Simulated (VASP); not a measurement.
# Ge2Sb2Te5 (Cm) in VASP: a series of runs, part 2 of 2

VASP 6.6.1. The steps go on from the part before.

**3. Single point, PBE**

This run uses another cell than the first one, of 31.91 Å³/atom.

Contents of INCAR:

```
PREC = Accurate ; ENCUT = 520
EDIFF = 1E-6 ; ISMEAR = 0
SIGMA = 0.015 ; LREAL = F
LASPH = T ; NELM = 100
ALGO = Normal ; ISIF = 2
LWAVE = F ; LCHARG = F
GGA = PE ; NBANDS = 44
```

Contents of KPOINTS:

```
regular mesh
0
Gamma
  5 5 4
```

Contents of POSCAR:

```
Ge2Sb2Te5
1.0
    6.8391360000     -3.0660060000      0.0000000000
    6.8391360000      3.0660060000      0.0000000000
   -6.8309770000      0.0000000000      6.8476090000
Te Sb Ge
5 2 2
Direct
    0.5947020000      0.5947020000      0.3864330000
    0.7952880000      0.7952880000      0.1961120000
    0.0083240000      0.0083240000      0.0064350000
    0.2065190000      0.2065190000      0.8098030000
    0.3999590000      0.3999590000      0.5971180000
    0.9017080000      0.9017080000      0.5878730000
    0.1118700000      0.1118700000      0.4173520000
    0.2842870000      0.2842870000      0.1878300000
    0.4973430000      0.4973430000      0.0110440000
```

Potentials or basis: VASP PAW PBE potentials, release 64 (Te, Sb, Ge_d).

Launch:

```sh
> cat potpaw_PBE.64/Te/POTCAR potpaw_PBE.64/Sb/POTCAR potpaw_PBE.64/Ge_d/POTCAR > POTCAR
> mpirun -np 1 vasp_std > vasp.out
```

It took 6.2 min on 1 thread of Intel Xeon 6975P-C (Granite Rapids), shared host; peak memory 0.72 GiB.

Results (log left out):

```yaml
Free_energy: -33.5794 eV
Pressure: -0.1 GPa
Largest_force: 0.188 eV/Å
Band_gap_on_the_k_mesh: 0.25 eV (least direct gap 0.32 eV)
```

Forces on the atoms (eV/Å):
```
Te   0.016  0.000  0.078
Te   0.004  0.000 -0.036
Te  -0.011  0.000  0.020
Te   0.049  0.000 -0.051
Te   0.105  0.000 -0.008
Sb   0.044  0.000 -0.116
Sb  -0.043  0.000  0.049
Ge  -0.186  0.000 -0.030
Ge   0.023  0.000  0.094
```

Stress tensor (GPa, compression positive):
```
 0.11  0.00 -0.09
 0.00 -0.39  0.00
-0.09  0.00  0.00
```

Levels at points of the mesh, in eV from the valence-band top:
| k point | band 30 | band 31 | band 32 | band 33 | band 34 | band 35 | band 36 | band 37 | band 38 | band 39 |
| --- | --- | --- | --- | --- | --- | --- | --- | --- | --- | --- |
| (0.00, 0.00, 0.00) | -1.40 | -0.77 | -0.48 | -0.40 | -0.39 | 1.06 | 1.36 | 2.45 | 2.49 | 3.47 |
| (0.00, 0.00, 0.50) | -1.31 | -0.72 | -0.68 | -0.60 | -0.28 | 0.71 | 1.48 | 1.85 | 2.57 | 2.79 |

Caveat: spin-orbit coupling is left out, which moves the levels of the heavy elements; an odd mesh through Γ misses points on the zone boundary, where band edges can lie.

**4. Single point, revPBE**

This run uses another cell than the first one, of 33.73 Å³/atom.

Contents of INCAR:

```
PREC = Accurate
ENCUT = 520
EDIFF = 1E-6
ISMEAR = -1
SIGMA = 0.05
LREAL = False
LASPH = True
NELM = 80
ALGO = Normal
ISIF = 2
LWAVE = False
LCHARG = False
GGA = RE
NBANDS = 44
```

Contents of KPOINTS:

```
Automatic mesh
0
Gamma
  4 4 3
```

Contents of POSCAR:

```
Ge2Sb2Te5
1.0
    7.1049481559     -3.0842012135     -0.1208496960
    7.1049481559      3.0842012135     -0.1208496960
   -7.2174714621      0.0000000000      7.0494475177
Te Sb Ge
5 2 2
Direct
    0.5986905397      0.5986905397      0.3736070716
    0.8082121827      0.8082121827      0.2084391971
    0.0089824324      0.0089824324     -0.0041315028
    0.2143861296      0.2143861296      0.8050534043
    0.4010195800      0.4010195800      0.5934608842
    0.8888560674      0.8888560674      0.5773113160
    0.1105950758      0.1105950758      0.4341067080
    0.2828707099      0.2828707099      0.2141788255
    0.4863872825      0.4863872825     -0.0020259039
```

Launch:

```sh
> cat potpaw_PBE.64/Te/POTCAR potpaw_PBE.64/Sb/POTCAR potpaw_PBE.64/Ge_d/POTCAR > POTCAR
> mpirun -np 1 vasp_std > vasp.out
```

Wall time 3.4 min (1 thread of Intel Xeon 6975P-C (Granite Rapids), shared host); peak memory 0.67 GiB.

It converged, with:

```
Free energy            : -30.9383 eV
Pressure               : 0.0 GPa
Largest force          : 0.017 eV/Å
Band gap on the k mesh : 0.23 eV
```

Forces on the atoms (eV/Å):
```
Te  -0.015  0.000  0.000
Te   0.003  0.000  0.000
Te  -0.007  0.000 -0.006
Te  -0.013  0.000  0.009
Te  -0.006  0.000  0.006
Sb   0.012  0.000  0.012
Sb   0.005  0.000 -0.013
Ge   0.011  0.000 -0.003
Ge   0.008  0.000 -0.007
```

Levels at points of the mesh, in eV from the valence-band top:
```tsv
k point	band 30	band 31	band 32	band 33	band 34	band 35	band 36	band 37	band 38	band 39
(0.00, 0.00, 0.00)	-1.35	-0.81	-0.65	-0.58	-0.42	1.09	1.47	2.19	2.46	3.05
(0.50, 0.00, 0.00)	-0.95	-0.79	-0.58	-0.40	0.00	0.23	0.69	0.89	1.25	1.47
(0.50, 0.50, 0.00)	-2.15	-2.01	-0.87	-0.86	-0.60	2.23	2.54	2.66	2.75	2.87
```

Caveat: the PAW data sets were made with another functional, which shifts forces and pressure a little; spin-orbit coupling is left out, which moves the levels of the heavy elements; an odd mesh through Γ misses points on the zone boundary, where band edges can lie.

**5. Single point, PBEsol**

This run uses another cell than the first one, of 29.90 Å³/atom.

Contents of INCAR:

```
SYSTEM = Ge2Sb2Te5
  ALGO = Normal
  EDIFF = 1E-6
  ENCUT = 520
  GGA = PS
  ISIF = 2
  ISMEAR = -1
  LASPH = .True.
  LCHARG = .False.
  LREAL = .False.
  LWAVE = .False.
  NBANDS = 44
  NELM = 80
  PREC = Accurate
  SIGMA = 0.05
```

Contents of KPOINTS:

```
k-points
0
Gamma
  5 5 4
  0 0 0
```

Contents of POSCAR:

```
Ge2Sb2Te5
1.0
    6.7073466619     -3.0054880022     -0.0317311029
    6.7073466619      3.0054880022     -0.0317311029
   -6.7311152994      0.0000000000      6.7062573216
Te Sb Ge
5 2 2
Direct
    0.5971094785      0.5971094785      0.3918398579
    0.7947379730      0.7947379730      0.1849698155
    0.0005111669      0.0005111669     -0.0016141569
    0.2125293695      0.2125293695      0.8148452435
    0.4098803561      0.4098803561      0.6006566665
    0.8945711505      0.8945711505      0.5777986667
    0.1139382951      0.1139382951      0.4262050608
    0.2783062651      0.2783062651      0.1920218453
    0.4984159452      0.4984159452      0.0132770007
```

Launch:

```sh
> cat potpaw_PBE.64/Te/POTCAR potpaw_PBE.64/Sb/POTCAR potpaw_PBE.64/Ge_d/POTCAR > POTCAR
> mpirun -np 1 vasp_std > vasp.out
```

Run time: 9.7 min. Hardware: 1 thread of Intel Xeon Platinum 8124M at 3.00GHz (Skylake/Cascade Lake), shared host; peak memory 0.73 GiB.

Results (log left out):

| Property | Result |
| --- | --- |
| Free energy | -37.1657 eV |
| Pressure | 0.1 GPa |
| Largest force | 0.025 eV/Å |
| Band gap on the k mesh | 0.14 eV (least direct gap 0.23 eV) |

Forces on the atoms (eV/Å):
```
Te  -0.013  0.000  0.005
Te   0.009  0.000 -0.023
Te  -0.014  0.000  0.003
Te  -0.010  0.000  0.022
Te   0.013  0.000  0.017
Sb  -0.003  0.000  0.017
Sb   0.001  0.000 -0.024
Ge   0.014  0.000 -0.004
Ge   0.003  0.000 -0.012
```

Levels at points of the mesh, in eV from the valence-band top:
```tsv
k point	band 32	band 33	band 34	band 35	band 36	band 37
(0.00, 0.00, 0.00)	-0.62	-0.54	-0.48	0.93	1.34	2.31
(0.00, 0.00, 0.50)	-0.93	-0.65	-0.44	0.73	1.54	1.70
```

Caveat: the PAW data sets were made with another functional, which shifts forces and pressure a little; spin-orbit coupling is left out, which moves the levels of the heavy elements; an odd mesh through Γ misses points on the zone boundary, where band edges can lie.

**6. Overview**

| level | cell | k mesh | smearing | gap on the mesh (eV) | pressure (GPa) | largest force (eV/Å) |
| --- | --- | --- | --- | --- | --- | --- |
| BLYP+D4 | a = 7.543, b = 7.543, c = 9.738 Å, angles 131.0, 131.0, 48.0°, 9 atoms, atomic positions A | 5 × 5 × 4 | fermi-dirac 0.05 eV | 0.24 | 0.2 | 0.05 |
| PBE | a = 7.495, b = 7.495, c = 9.672 Å, angles 130.1, 130.1, 48.3°, 9 atoms, atomic positions B | 5 × 5 × 4 | gaussian 0.015 eV | 0.25 | -0.1 | 0.19 |
| revPBE | a = 7.746, b = 7.746, c = 10.089 Å, angles 131.8, 131.8, 46.9°, 9 atoms, atomic positions C | 4 × 4 × 3 | fermi-dirac 0.05 eV | 0.23 | 0.0 | 0.02 |
| PBEsol | a = 7.350, b = 7.350, c = 9.502 Å, angles 130.5, 130.5, 48.3°, 9 atoms, atomic positions D | 5 × 5 × 4 | fermi-dirac 0.05 eV | 0.14 | 0.1 | 0.03 |

Alike in all rows: task single point; potentials or basis VASP PAW PBE potentials, release 64 (Te, Sb, Ge_d); no spin polarisation; cutoff (eV) 520.

Caveats: spin-orbit coupling is left out, which moves the levels of the heavy elements; an odd mesh through Γ misses points on the zone boundary, where band edges can lie; the PAW data sets were made with another functional, which shifts forces and pressure a little (at least some runs).

Absolute energies hang on the potentials; compare differences alone.
